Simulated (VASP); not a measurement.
# AlGaN2 (P-4m2) in VASP: a series of runs

AlGaN2 is run at these levels: LDA; tasks: single point, relaxation of cell and atoms.

Everything below comes from runs of VASP 6.6.1. Logs are shortened: lines on timing, memory, paths and dates and some standing lists are left out, and cuts for length are marked.

## 1. The cell of the first run

The structure is tetragonal, space group P-4m2 (No. 115). Conventional cell: a = 3.115 Å, b = 3.115 Å, c = 4.647 Å, α = 90.00°, β = 90.00°, γ = 90.00°. Al (site symmetry -4m2) has 4 N at 1.92 Å within 2.5 Å. Within 2.6 Å of Ga (site symmetry -4m2) lie 4 N at 1.97 Å. N (site symmetry 2mm) has 2 Al at 1.92 Å and 2 Ga at 1.97 Å within 2.5 Å.

## 2. Single point, LDA (strain along c alone, the other axes held: +6.0 %, then relaxed in part)

File INCAR:

```
  PREC = Accurate
  ENCUT = 520
  EDIFF = 1E-7
  ISMEAR = 0
  SIGMA = 0.02
  LREAL = False
  LASPH = True
  NELM = 80
  ALGO = Normal
  ISIF = 2
  LWAVE = False
  LCHARG = False
  NBANDS = 21
```

File KPOINTS:

```
regular mesh
0
Gamma
  8 8 6
```

File POSCAR:

```
AlGaN2
1.0
    3.1152864669      0.0000000000      0.0000000000
    0.0000000000      3.1152864669      0.0000000000
    0.0000000000      0.0000000000      4.6473900128
Al Ga N
1 1 2
Direct
    0.5000000000      0.5000000000      0.5000000000
    0.0000000000      0.0000000000      0.0000000000
    0.5000000000      0.0000000000      0.7409243952
    0.0000000000      0.5000000000      0.2590756048
```

Potentials or basis: VASP PAW LDA potentials, release 64 (Al, Ga_d, N).

Command:

```sh
cat potpaw_LDA.64/Al/POTCAR potpaw_LDA.64/Ga_d/POTCAR potpaw_LDA.64/N/POTCAR > POTCAR
mpirun -np 1 vasp_std > vasp.out
```

OUTCAR:

```text
PREC = Accurate
   ENCUT = 520
   EDIFF = 1E-7
   ISMEAR = 0
   LREAL = False
   LASPH = True
   NELM = 80
   ISIF = 2

 ion  position               nearest neighbor table
   1  0.500  0.500  0.500-   3 1.92   4 1.92   3 1.92   4 1.92
   2  0.000  0.000  0.000-   3 1.97   4 1.97   4 1.97   3 1.97
   3  0.500  0.000  0.741-   1 1.92   1 1.92   2 1.97   2 1.97
   4  0.000  0.500  0.259-   1 1.92   1 1.92   2 1.97   2 1.97

  LATTYP: Found a simple tetragonal cell.
 ALAT       =     3.1152864669
 C/A-ratio  =     1.4918018173

  Lattice vectors:

 A1 = (   3.1152864669,   0.0000000000,   0.0000000000)
 A2 = (   0.0000000000,   3.1152864669,   0.0000000000)
 A3 = (   0.0000000000,   0.0000000000,   4.6473900128)

Analysis of symmetry for initial positions (statically):
=====================================================================
 Subroutine PRICEL returns:
 Original cell was already a primitive cell.

 Routine SETGRP: Setting up the symmetry group for a
 simple tetragonal supercell.

 Subroutine GETGRP returns: Found  8 space group operations
 (whereof  8 operations were pure point group operations)
 out of a pool of 16 trial point group operations.

The static configuration has the point symmetry D_2d.

Analysis of symmetry for dynamics (positions and initial velocities):
=====================================================================
 Subroutine PRICEL returns:
 Original cell was already a primitive cell.

 Routine SETGRP: Setting up the symmetry group for a
 simple tetragonal supercell.

 Subroutine GETGRP returns: Found  8 space group operations
 (whereof  8 operations were pure point group operations)
 out of a pool of 16 trial point group operations.

The dynamic configuration has the point symmetry D_2d.

 Subroutine INISYM returns: Found  8 space group operations
 (whereof  8 operations are pure point group operations),
 and found     1 'primitive' translations

----------------------------------------------------------------------------------------

                                     Primitive cell

  volume of cell :      45.1030

  direct lattice vectors                    reciprocal lattice vectors
     3.115286467  0.000000000  0.000000000     0.320997767  0.000000000  0.000000000
     0.000000000  3.115286467  0.000000000     0.000000000  0.320997767  0.000000000
     0.000000000  0.000000000  4.647390013     0.000000000  0.000000000  0.215174538

  length of vectors
     3.115286467  3.115286467  4.647390013     0.320997767  0.320997767  0.215174538

  position of ions in fractional coordinates (direct lattice)
     0.500000000  0.500000000  0.500000000
     0.000000000  0.000000000  0.000000000
     0.500000000  0.000000000  0.740924395
     0.000000000  0.500000000  0.259075605

  ion indices of the primitive-cell ions
   primitive index   ion index
                 1           1
                 2           2
                 3           3
                 4           4

----------------------------------------------------------------------------------------

 KPOINTS: regular mesh

Automatic generation of k-mesh.
 Grid dimensions read from file:
 generate k-points for:    8    8    6

 Generating k-lattice:

  Cartesian coordinates                     Fractional coordinates (reciprocal lattice)
     0.040124721  0.000000000  0.000000000     0.125000000  0.000000000  0.000000000
     0.000000000  0.040124721  0.000000000     0.000000000  0.125000000  0.000000000
     0.000000000  0.000000000  0.035862423     0.000000000  0.000000000  0.166666667

  Length of vectors
     0.040124721  0.040124721  0.035862423

  Shift w.r.t. Gamma in fractional coordinates (k-lattice)
     0.000000000  0.000000000  0.000000000

 Subroutine IBZKPT returns following result:
 ===========================================

 Found     60 irreducible k-points:

 Following reciprocal coordinates:
            Coordinates               Weight
  0.000000  0.000000  0.000000      1.000000
  0.125000  0.000000  0.000000      4.000000
  0.250000  0.000000  0.000000      4.000000
  0.375000  0.000000  0.000000      4.000000
  0.500000  0.000000  0.000000      2.000000
  0.125000  0.125000  0.000000      4.000000
[... 16 lines left out ...]
  0.375000  0.125000  0.166667     16.000000
  0.500000  0.125000  0.166667      8.000000
 [... further k-points ...]
   k-points           NKPTS =     60   k-points in BZ     NKDIM =     60   number of bands    NBANDS=     21
   number of dos      NEDOS =    301   number of ions     NIONS =      4
   total plane-waves  NPLWV =  20736
   dimension x,y,z NGX =    24 NGY =   24 NGZ =   36
   dimension x,y,z NGXF=    48 NGYF=   48 NGZF=   72
   ions per type =               1   1   2
   NGX,Y,Z   is equivalent  to a cutoff of  12.81, 12.81, 12.88 a.u.
   NGXF,Y,Z  is equivalent  to a cutoff of  25.61, 25.61, 25.76 a.u.
 SYSTEM =  unknown system
   PREC   = accura    normal or accurate (medium, high low for compatibility)
   ISTART =      0    job   : 0-new  1-cont  2-samecut
   ICHARG =      2    charge: 1-file 2-atom 10-const
   ISPIN  =      1    spin polarized calculation?
   LNONCOLLINEAR =      F non collinear calculations
   LSORBIT =      F    spin-orbit coupling
   LASPH  =      T    aspherical Exc in radial PAW
   ENCUT  =  520.0 eV  38.22 Ry    6.18 a.u.   5.79  5.79  8.64*2*pi/ulx,y,z
   NELM   =     80;   NELMIN=  2; NELMDL= -5     # of ELM steps
   EDIFF  = 0.1E-06   stopping-criterion for ELM
   LREAL  =      F    real-space projection
   EDIFFG = 0.1E-05   stopping-criterion for IOM
   NSW    =      0    number of steps for IOM
   IBRION =     -1    ionic relax: 0-MD 1-quasi-New 2-CG
   NFREE  =      0    steps in history (QN), initial steepest desc. (CG)
   ISIF   =      2    stress and relaxation
   ISYM   =      2    0-nonsym 1-usesym 2-fastsym
   POTIM  = 0.5000    time-step for ionic-motion
   TEBEG  =    0.0;   TEEND  =   0.0 temperature during run
   PSTRESS=    0.0 pullay stress
   NELECT =      26.0000    total number of electrons
   NUPDOWN=      -1.0000    fix difference up-down
   EMIN   =  10.00;   EMAX   =-10.00  energy-range for DOS
   EFERMI =   0.00;   METHOD = LEGACY
   ISMEAR =     0;   SIGMA  =   0.02  broadening in eV -4-tet -1-fermi 0-gaus
   EFERMI_NEDOS =   21; number of points for ismear=-14 and -15
   IALGO  =     38    algorithm
   IMIX   =      4    mixing-type and parameters
     AMIX     =   0.40;   BMIX     =  1.00
     AMIX_MAG =   1.60;   BMIX_MAG =  1.00
  volume/ion in A,a.u.               =      11.28        76.09
  Fermi-wavevector in a.u.,A,eV,Ry     =   1.362482  2.574718 25.257289  1.856358
  Thomas-Fermi vector in A             =   2.488968
   LORBIT       =      0    0 simple, 1 ext, 2 COOP (PROOUT), +10 PAW based schemes
   GGA     = CA    functional components
   LHFCALC =     F    Hartree Fock is set to
   AEXX    =    0.0000 exact exchange contribution
   IVDW    =     0    specifies the selected vdW correction
   LEPSILON=     F    determine dielectric tensor
   LRPA    =     F    only Hartree local field effects (RPA)
 non-spin polarized calculation
 Gauss-broadening in eV      SIGMA  =   0.02
  energy-cutoff  :      520.00
  volume of cell :       45.10
 maximum number of plane-waves:      1248
 NGX is ok and might be reduce to    24
   NGX = 11   NGY = 11   NGZ = 17

 number of electron      25.9999987 magnetization

 Free energy of the ion-electron system (eV)
  ---------------------------------------------------
  ext. energy  EPLUGINS =         0.00000000
  ---------------------------------------------------
  free energy    TOTEN  =       -30.19439064 eV

  energy without entropy =      -30.19439064  energy(sigma->0) =      -30.19439064

 E-fermi :   5.3284     XC(G=0): -11.5656

 val. band max:        5.1574207914   @ k =   0.0000   0.0000   0.0000
 cond. band min:       7.6911748856   @ k =   0.0000   0.0000   0.0000
 fundamental gap:      2.5337540942
 Fermi energy:         5.3283932260

 k-point     1 :       0.0000    0.0000    0.0000
  band No.  band energies     occupation
      1     -10.0598      2.00000
      2      -8.9183      2.00000
      3      -8.0222      2.00000
      4      -8.0222      2.00000
      5      -7.9830      2.00000
      6      -7.8572      2.00000
[... 13 lines left out ...]
     20      16.6643      0.00000
     21      19.6018      0.00000

 k-point     2 :       0.1250    0.0000    0.0000
  band No.  band energies     occupation
      1      -9.9284      2.00000
      2      -8.9137      2.00000
      3      -8.0352      2.00000
      4      -8.0197      2.00000
      5      -7.9551      2.00000
      6      -7.8681      2.00000
[... 13 lines left out ...]
     20      16.5046      0.00000
     21      19.2360      0.00000

 k-point     3 :       0.2500    0.0000    0.0000
  band No.  band energies     occupation
      1      -9.5901      2.00000
      2      -8.9108      2.00000
      3      -8.0249      2.00000
      4      -8.0136      2.00000
      5      -7.8942      2.00000
      6      -7.8590      2.00000
[... 13 lines left out ...]
     20      16.4443      0.00000
     21      18.3772      0.00000

 k-point     4 :       0.3750    0.0000    0.0000
  band No.  band energies     occupation
      1      -9.2376      2.00000
      2      -8.9155      2.00000
      3      -8.0074      2.00000
      4      -7.9853      2.00000
      5      -7.9203      2.00000
      6      -7.5857      2.00000
[... 13 lines left out ...]
     20      16.7809      0.00000
     21      17.5226      0.00000

 k-point     5 :       0.5000    0.0000    0.0000
  band No.  band energies     occupation
      1      -9.1034      2.00000
      2      -8.9136      2.00000
      3      -8.0047      2.00000
      4      -7.9670      2.00000
      5      -7.9310      2.00000
      6      -7.2113      2.00000
[... 13 lines left out ...]
     20      16.9625      0.00000
     21      17.0450      0.00000
[... 382 lines left out ...]
     20      16.6568      0.00000
     21      18.0885      0.00000

 k-point    22 :       0.2500    0.1250    0.1667
  band No.  band energies     occupation
      1      -9.4301      2.00000
      2      -8.8991      2.00000
      3      -8.0427      2.00000
      4      -7.9747      2.00000
      5      -7.9134      2.00000
      6      -7.7969      2.00000
[... 13 lines left out ...]
     20      16.6918      0.00000
     21      17.4558      0.00000

 k-point    23 :       0.3750    0.1250    0.1667
  band No.  band energies     occupation
      1      -9.1636      2.00000
      2      -8.8879      2.00000
      3      -8.0247      2.00000
      4      -7.9468      2.00000
      5      -7.9375      2.00000
      6      -7.4702      2.00000
[... 13 lines left out ...]
     20      16.7459      0.00000
     21      17.3202      0.00000

 k-point    24 :       0.5000    0.1250    0.1667
  band No.  band energies     occupation
      1      -9.0753      2.00000
      2      -8.8754      2.00000
      3      -8.0178      2.00000
      4      -7.9514      2.00000
      5      -7.9316      2.00000
      6      -7.1011      2.00000
[... 13 lines left out ...]
     20      16.9218      0.00000
     21      17.1258      0.00000

 [... further k-points ...]
[... 5 lines left out ...]
  --------------------------------------------------------------------------------------
  -------------------------------------------------------------------------------------
  Total       -2.0215565     -2.0215565     -4.4991070      0.0000000      0.0000000      0.0000000
  in kB      -71.8110635    -71.8110635   -159.8202491      0.0000000      0.0000000      0.0000000
  external PRESSURE =    -101.1474587 kB  Pullay stress =       0.0000000 kB

 VOLUME and BASIS-vectors are now :
 -----------------------------------------------------------------------------
  energy-cutoff  :      520.00
  volume of cell :       45.10
      direct lattice vectors                 reciprocal lattice vectors
     3.115286467  0.000000000  0.000000000     0.320997767  0.000000000  0.000000000
     0.000000000  3.115286467  0.000000000     0.000000000  0.320997767  0.000000000
     0.000000000  0.000000000  4.647390013     0.000000000  0.000000000  0.215174538

 POSITION                                       TOTAL-FORCE (eV/Angst)
 -----------------------------------------------------------------------------------
      1.55764      1.55764      2.32370        -0.000000      0.000000      0.000000
      0.00000      0.00000      0.00000        -0.000000     -0.000000      0.000000
      1.55764      0.00000      3.44336         0.000000     -0.000000     -0.030969
      0.00000      1.55764      1.20403        -0.000000     -0.000000      0.030969
 -----------------------------------------------------------------------------------
    total drift:                                0.000000      0.000000     -0.000000

  FREE ENERGIE OF THE ION-ELECTRON SYSTEM (eV)
  ---------------------------------------------------
  free  energy   TOTEN  =       -30.1943906387 eV

  energy  without entropy=      -30.1943906387  energy(sigma->0) =      -30.19439064
```

It took 25 s on 1 thread of AMD EPYC 9R45 (Zen 5), shared host; peak memory 0.15 GiB.

Results:

```
Free energy            : -30.1944 eV
Pressure               : -10.1 GPa
Largest force          : 0.031 eV/Å
Band gap on the k mesh : 2.53 eV, direct
```

Forces on the atoms (eV/Å):
```
Al   0.000  0.000  0.000
Ga   0.000  0.000  0.000
N    0.000  0.000 -0.031
N    0.000  0.000  0.031
```

Caveat: the cell differs from its parent crystal (strain along c alone, the other axes held: +6.0 %, then relaxed in part).

(Part 1 of 2 ends here.)
